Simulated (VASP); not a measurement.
# GaSb3 (I4/mmm) in VASP: further runs

Runs on GaSb3. Level: PBEsol. Tasks: single point.

All numbers are computed with VASP 6.6.1; they aren't measurements. Logs are shortened: lines on timing, memory, paths and dates and some standing lists are left out, and cuts for length are marked.

## Step 1: The cell of the first run

Symmetry: I4/mmm, No. 139, tetragonal system. Conventional cell: a = 5.297 Å, b = 5.297 Å, c = 6.914 Å, α = 90.00°, β = 90.00°, γ = 90.00°. Ga (site symmetry 4/mmm) has 14 Sb at 3.16 to 3.75 Å within 4.2 Å. Within 4.2 Å of Sb (site symmetry -4m2) lie 4 Ga at 3.16 Å and 10 Sb at 3.16 to 3.75 Å. Within 4.2 Å of Sb (site symmetry 4/mmm) lie 8 Sb at 3.16 Å and 6 Ga at 3.46 to 3.75 Å.

## Step 2: Single point, PBEsol (24.25 Å³/atom)

Contents of INCAR:

```
SYSTEM = GaSb3
ALGO = Normal ; EDIFF = 1E-6
ENCUT = 520 ; GGA = PS
ISIF = 2 ; ISMEAR = 0
LASPH = .True. ; LCHARG = .True.
LELF = .True. ; LREAL = .False.
LVHAR = .True. ; LWAVE = .False.
NBANDS = 22 ; NELM = 80
PREC = Accurate ; SIGMA = 0.15
```

Contents of KPOINTS:

```
k-points
0
Gamma
  10 10 10
  0 0 0
```

Contents of POSCAR:

```
GaSb3
1.0
    0.0000000000      3.7453804967      3.4569861985
    3.7453804967      0.0000000000      3.4569861985
    3.7453804967      3.7453804967      0.0000000000
Ga Sb
1 3
Direct
    0.0000000000      0.0000000000      0.0000000000
    0.2500000000      0.2500000000      0.2500000000
    0.7500000000      0.7500000000      0.7500000000
    0.5000000000      0.5000000000      0.5000000000
```

Potentials or basis: VASP PAW PBE potentials, release 64 (Ga_d, Sb).

On the command line:

```bash
$ cat potpaw_PBE.64/Ga_d/POTCAR potpaw_PBE.64/Sb/POTCAR > POTCAR
$ mpirun -np 1 vasp_std > vasp.out
```

OUTCAR:

```text
SYSTEM = GaSb3
   EDIFF = 1E-6
   ENCUT = 520
   GGA = PS
   ISIF = 2
   ISMEAR = 0
   LASPH = .True.
   LREAL = .False.
   NELM = 80
   PREC = Accurate

 ion  position               nearest neighbor table
   1  0.000  0.000  0.000-   3 3.16   3 3.16   3 3.16   2 3.16   2 3.16   2 3.16   3 3.16   2 3.16

   2  0.250  0.250  0.250-   1 3.16   1 3.16   1 3.16   4 3.16   4 3.16   4 3.16   4 3.16   1 3.16
                             3 3.46   3 3.46   3 3.75   3 3.75   3 3.75   3 3.75
   3  0.750  0.750  0.750-   4 3.16   4 3.16   4 3.16   1 3.16   1 3.16   1 3.16   4 3.16   1 3.16
                             2 3.46   2 3.46   2 3.75   2 3.75   2 3.75   2 3.75
   4  0.500  0.500  0.500-   2 3.16   2 3.16   2 3.16   3 3.16   3 3.16   3 3.16   3 3.16   2 3.16

  LATTYP: Found a body centered tetragonal cell.
 ALAT       =     5.2967678947
 C/A-ratio  =     1.3053191181

  Lattice vectors:

 A1 = (   0.0000000000,  -3.7453804967,  -3.4569861985)
 A2 = (   0.0000000000,   3.7453804967,  -3.4569861985)
 A3 = (   3.7453804967,   0.0000000000,   3.4569861985)

Analysis of symmetry for initial positions (statically):
=====================================================================
 Subroutine PRICEL returns:
 Original cell was already a primitive cell.

 Routine SETGRP: Setting up the symmetry group for a
 body centered tetragonal supercell.

 Subroutine GETGRP returns: Found 16 space group operations
 (whereof 16 operations were pure point group operations)
 out of a pool of 16 trial point group operations.

The static configuration has the point symmetry D_4h.

Analysis of symmetry for dynamics (positions and initial velocities):
=====================================================================
 Subroutine PRICEL returns:
 Original cell was already a primitive cell.

 Routine SETGRP: Setting up the symmetry group for a
 body centered tetragonal supercell.

 Subroutine GETGRP returns: Found 16 space group operations
 (whereof 16 operations were pure point group operations)
 out of a pool of 16 trial point group operations.

The dynamic configuration has the point symmetry D_4h.

 Subroutine INISYM returns: Found 16 space group operations
 (whereof 16 operations are pure point group operations),
 and found     1 'primitive' translations

----------------------------------------------------------------------------------------

                                     Primitive cell

  volume of cell :      96.9883

  direct lattice vectors                    reciprocal lattice vectors
     0.000000000  3.745380497  3.456986199    -0.133497785  0.133497785  0.144634653
     3.745380497  0.000000000  3.456986199     0.133497785 -0.133497785  0.144634653
     3.745380497  3.745380497  0.000000000     0.133497785  0.133497785 -0.144634653

  length of vectors
     5.096923449  5.096923449  5.296767895     0.237828720  0.237828720  0.237828720

  position of ions in fractional coordinates (direct lattice)
     0.000000000  0.000000000  0.000000000
     0.250000000  0.250000000  0.250000000
     0.750000000  0.750000000  0.750000000
     0.500000000  0.500000000  0.500000000

  ion indices of the primitive-cell ions
   primitive index   ion index
                 1           1
                 2           2
                 3           3
                 4           4

----------------------------------------------------------------------------------------

 KPOINTS: k-points

Automatic generation of k-mesh.
 Grid dimensions read from file:
 generate k-points for:   10   10   10

 Generating k-lattice:

  Cartesian coordinates                     Fractional coordinates (reciprocal lattice)
    -0.013349778  0.013349778  0.014463465     0.100000000  0.000000000  0.000000000
     0.013349778 -0.013349778  0.014463465     0.000000000  0.100000000  0.000000000
     0.013349778  0.013349778 -0.014463465     0.000000000  0.000000000  0.100000000

  Length of vectors
     0.023782872  0.023782872  0.023782872

  Shift w.r.t. Gamma in fractional coordinates (k-lattice)
     0.000000000  0.000000000  0.000000000

 Subroutine IBZKPT returns following result:
 ===========================================

 Found    102 irreducible k-points:

 Following reciprocal coordinates:
            Coordinates               Weight
  0.000000  0.000000  0.000000      1.000000
  0.100000  0.000000  0.000000      8.000000
  0.200000  0.000000  0.000000      8.000000
  0.300000  0.000000  0.000000      8.000000
  0.400000 -0.000000  0.000000      8.000000
  0.500000  0.000000  0.000000      4.000000
[... 16 lines left out ...]
  0.300000  0.300000  0.000000      2.000000
  0.400000  0.300000  0.000000      8.000000
 [... further k-points ...]
   k-points           NKPTS =    102   k-points in BZ     NKDIM =    102   number of bands    NBANDS=     22
   number of dos      NEDOS =    301   number of ions     NIONS =      4
   total plane-waves  NPLWV =  64000
   dimension x,y,z NGX =    40 NGY =   40 NGZ =   40
   dimension x,y,z NGXF=    80 NGYF=   80 NGZF=   80
   ions per type =               1   3
   NGX,Y,Z   is equivalent  to a cutoff of  13.05, 13.05, 12.55 a.u.
   NGXF,Y,Z  is equivalent  to a cutoff of  26.09, 26.09, 25.11 a.u.
 SYSTEM =  GaSb3
   PREC   = accura    normal or accurate (medium, high low for compatibility)
   ISTART =      0    job   : 0-new  1-cont  2-samecut
   ICHARG =      2    charge: 1-file 2-atom 10-const
   ISPIN  =      1    spin polarized calculation?
   LNONCOLLINEAR =      F non collinear calculations
   LSORBIT =      F    spin-orbit coupling
   LASPH  =      T    aspherical Exc in radial PAW
   ENCUT  =  520.0 eV  38.22 Ry    6.18 a.u.   9.48  9.48  9.85*2*pi/ulx,y,z
   NELM   =     80;   NELMIN=  2; NELMDL= -5     # of ELM steps
   EDIFF  = 0.1E-05   stopping-criterion for ELM
   LREAL  =      F    real-space projection
   EDIFFG = 0.1E-04   stopping-criterion for IOM
   NSW    =      0    number of steps for IOM
   IBRION =     -1    ionic relax: 0-MD 1-quasi-New 2-CG
   NFREE  =      0    steps in history (QN), initial steepest desc. (CG)
   ISIF   =      2    stress and relaxation
   ISYM   =      2    0-nonsym 1-usesym 2-fastsym
   POTIM  = 0.5000    time-step for ionic-motion
   TEBEG  =    0.0;   TEEND  =   0.0 temperature during run
   PSTRESS=    0.0 pullay stress
   NELECT =      28.0000    total number of electrons
   NUPDOWN=      -1.0000    fix difference up-down
   EMIN   =  10.00;   EMAX   =-10.00  energy-range for DOS
   EFERMI =   0.00;   METHOD = LEGACY
   ISMEAR =     0;   SIGMA  =   0.15  broadening in eV -4-tet -1-fermi 0-gaus
   EFERMI_NEDOS =   21; number of points for ismear=-14 and -15
   IALGO  =     38    algorithm
   IMIX   =      4    mixing-type and parameters
     AMIX     =   0.40;   BMIX     =  1.00
     AMIX_MAG =   1.60;   BMIX_MAG =  1.00
  volume/ion in A,a.u.               =      24.25       163.63
  Fermi-wavevector in a.u.,A,eV,Ry     =   1.081984  2.044654 15.928208  1.170690
  Thomas-Fermi vector in A             =   2.218015
   LORBIT       =      0    0 simple, 1 ext, 2 COOP (PROOUT), +10 PAW based schemes
   GGA     = PS    functional components
   LHFCALC =     F    Hartree Fock is set to
   AEXX    =    0.0000 exact exchange contribution
   IVDW    =     0    specifies the selected vdW correction
   LEPSILON=     F    determine dielectric tensor
   LRPA    =     F    only Hartree local field effects (RPA)
 non-spin polarized calculation
 Gauss-broadening in eV      SIGMA  =   0.15
  energy-cutoff  :      520.00
  volume of cell :       96.99
 maximum number of plane-waves:      2634
 NGX is ok and might be reduce to    40
   NGX = 19   NGY = 19   NGZ = 19

 number of electron      27.9999992 magnetization

 Free energy of the ion-electron system (eV)
  ---------------------------------------------------
  ext. energy  EPLUGINS =         0.00000000
  ---------------------------------------------------
  free energy    TOTEN  =       -16.37856239 eV

  energy without entropy =      -16.35236457  energy(sigma->0) =      -16.36546348

 E-fermi :   8.1409     XC(G=0): -10.6016

 val. band max:        8.1206455700   @ k =   0.5000   0.1000   0.4000
 cond. band min:       8.1493684960   @ k =   0.5000   0.0000   0.3000
 fundamental gap:      0.0287229260
 Fermi energy:         8.1408783360

 k-point     1 :       0.0000    0.0000    0.0000
  band No.  band energies     occupation
      1      -6.6233      2.00000
      2      -6.6233      2.00000
      3      -6.6160      2.00000
      4      -6.6125      2.00000
      5      -6.5983      2.00000
      6      -4.8296      2.00000
[... 14 lines left out ...]
     21      15.1764      0.00000
     22      15.1764      0.00000

 k-point     2 :       0.1000    0.0000    0.0000
  band No.  band energies     occupation
      1      -6.6236      2.00000
      2      -6.6230      2.00000
      3      -6.6161      2.00000
      4      -6.6126      2.00000
      5      -6.5984      2.00000
      6      -4.7470      2.00000
[... 14 lines left out ...]
     21      14.4868      0.00000
     22      15.0808      0.00000

 k-point     3 :       0.2000    0.0000    0.0000
  band No.  band energies     occupation
      1      -6.6247      2.00000
      2      -6.6223      2.00000
      3      -6.6163      2.00000
      4      -6.6129      2.00000
      5      -6.5985      2.00000
      6      -4.5006      2.00000
[... 14 lines left out ...]
     21      13.5296      0.00000
     22      14.4960      0.00000
[... 476 lines left out ...]
 k-point    23 :       0.3000    0.3000    0.0000
  band No.  band energies     occupation
      1      -6.6255      2.00000
      2      -6.6193      2.00000
      3      -6.6193      2.00000
      4      -6.6174      2.00000
      5      -6.5972      2.00000
      6      -3.7385      2.00000
[... 14 lines left out ...]
     21      12.6111      0.00000
     22      12.6111      0.00000

 k-point    24 :       0.4000    0.3000    0.0000
  band No.  band energies     occupation
      1      -6.6271      2.00000
      2      -6.6189      2.00000
      3      -6.6186      2.00000
      4      -6.6185      2.00000
      5      -6.5971      2.00000
      6      -3.3074      2.00000
[... 14 lines left out ...]
     21      12.7156      0.00000
     22      12.8149      0.00000

 [... further k-points ...]
[... 5 lines left out ...]
  --------------------------------------------------------------------------------------
  -------------------------------------------------------------------------------------
  Total        0.0375204      0.0375204      0.4853041      0.0000000      0.0000000     -0.0000000
  in kB        0.6198091      0.6198091      8.0168737      0.0000000      0.0000000     -0.0000000
  external PRESSURE =       3.0854973 kB  Pullay stress =       0.0000000 kB

 VOLUME and BASIS-vectors are now :
 -----------------------------------------------------------------------------
  energy-cutoff  :      520.00
  volume of cell :       96.99
      direct lattice vectors                 reciprocal lattice vectors
     0.000000000  3.745380497  3.456986199    -0.133497785  0.133497785  0.144634653
     3.745380497  0.000000000  3.456986199     0.133497785 -0.133497785  0.144634653
     3.745380497  3.745380497  0.000000000     0.133497785  0.133497785 -0.144634653

 POSITION                                       TOTAL-FORCE (eV/Angst)
 -----------------------------------------------------------------------------------
      0.00000      0.00000      0.00000         0.000000     -0.000000      0.000000
      1.87269      1.87269      1.72849         0.000000      0.000000     -0.000000
      5.61807      5.61807      5.18548        -0.000000     -0.000000     -0.000000
      3.74538      3.74538      3.45699         0.000000     -0.000000      0.000000
 -----------------------------------------------------------------------------------
    total drift:                               -0.000000      0.000000      0.000000

  FREE ENERGIE OF THE ION-ELECTRON SYSTEM (eV)
  ---------------------------------------------------
  free  energy   TOTEN  =       -16.3785623899 eV

  energy  without entropy=      -16.3523645704  energy(sigma->0) =      -16.36546348
```

Run time: 5.8 min. Hardware: 1 thread of Intel Xeon 8259CL, shared host; peak memory 0.38 GiB.

Results:

```
Free energy            : -16.3786 eV
Pressure               : 0.3 GPa
Band gap on the k mesh : zero (bands 14 and 15 overlap by 4.41 eV)
```

Caveat: the PAW data sets were made with another functional, which shifts forces and pressure a little; spin-orbit coupling is left out, which moves the levels of the heavy elements.

## Step 3: Single point, PBEsol (24.25 Å³/atom)

Contents of INCAR:

```
PREC = Accurate
ENCUT = 520
EDIFF = 1E-6
ISMEAR = 0
SIGMA = 0.15
LREAL = F
LASPH = T
NELM = 100
ALGO = Normal
ISIF = 2
LWAVE = F
LCHARG = F
GGA = PS
NBANDS = 22
```

Contents of KPOINTS:

```
Automatic mesh
0
Gamma
  10 10 10
```

Contents of POSCAR:

```
GaSb3
1.0
    0.0000000000      3.7121632409      3.5191307523
    3.7121632409      0.0000000000      3.5191307523
    3.7121632409      3.7121632409      0.0000000000
Ga Sb
1 3
Direct
    0.0000000000      0.0000000000      0.0000000000
    0.2500000000      0.2500000000      0.2500000000
    0.7500000000      0.7500000000      0.7500000000
    0.5000000000      0.5000000000      0.5000000000
```

Potentials or basis: VASP PAW PBE potentials, release 64 (Ga_d, Sb).

On the command line:

```bash
$ cat potpaw_PBE.64/Ga_d/POTCAR potpaw_PBE.64/Sb/POTCAR > POTCAR
$ mpirun -np 1 vasp_std > vasp.out
```

Run time: 5.7 min. Hardware: 1 thread of Intel Xeon 8259CL, shared host; peak memory 0.38 GiB.

It converged, with:

| Item | Value |
| --- | --- |
| Free energy | -16.3901 eV |
| Pressure | 0.2 GPa |
| Band gap on the k mesh | zero (bands 14 and 15 overlap by 4.33 eV) |

Stress tensor (GPa, compression positive):
```
-0.21  0.00  0.00
 0.00 -0.21  0.00
 0.00  0.00  1.01
```

Levels at points of the mesh, in eV from the Fermi level:
```csv
k point,band 10,band 11,band 12,band 13,band 14,band 15,band 16,band 17,band 18,band 19
"(0.00, 0.00, 0.00)",-2.88,-2.63,-2.63,-2.62,-2.62,-2.52,-0.96,-0.96,-0.28,3.15
"(0.50, 0.00, 0.00)",-3.90,-3.60,-2.92,-2.70,-0.20,0.13,1.95,2.45,2.81,3.30
"(0.50, 0.50, 0.00)",-5.63,-5.63,0.62,0.84,1.05,1.05,1.93,1.93,2.73,4.33
"(0.50, 0.00, 0.50)",-5.53,-5.44,0.77,0.94,1.37,1.61,1.74,2.07,2.56,3.79
```

Caveat: the PAW data sets were made with another functional, which shifts forces and pressure a little; spin-orbit coupling is left out, which moves the levels of the heavy elements.

(Continued in part 2 of 3.)
